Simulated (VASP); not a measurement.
Input of a VASP 6.6.1 run:

INCAR

```
SYSTEM = AlP
ALGO = Normal
EDIFF = 1E-6
ENCUT = 500
GGA = PE
GGA_COMPAT = .FALSE.
ISIF = 2
ISMEAR = 0
LASPH = .TRUE.
LCHARG = .FALSE.
LREAL = .FALSE.
LWAVE = .FALSE.
NBANDS = 16
NELM = 120
PREC = Accurate
SIGMA = 0.1
```

Contents of KPOINTS:

```
k-points
0
G
  6 4 6
  0 0 0
```

POSCAR

```
AlP
1.0
    3.8942774311      0.0000000000      0.0000000000
    0.0000000000      5.5073399588      0.0000000000
    0.0000000000      0.0000000000      3.8942774311
Al P
2 2
Direct
    0.0000000000      0.0000000000      0.0000000000
    0.5000000000      0.5000000000      0.5000000000
    0.0000000000      0.2500000000      0.5000000000
    0.5000000000      0.7500000000      0.0000000000
```

Potentials or basis: VASP PAW PBE potentials, release 64 (Al, P).

Run with:

```console
$ cat potpaw_PBE.64/Al/POTCAR potpaw_PBE.64/P/POTCAR > POTCAR
$ mpirun -np 1 vasp_std > vasp.out
```

**Question.** Estimate the band gap on the k mesh.

**Answer.** 1.63 eV.

**Question.** Estimate the pressure.

**Answer.** -0.1 GPa.

A k mesh can miss the band edges. Expect the measured gap to be larger: semilocal functionals such as PBE lack the derivative discontinuity.
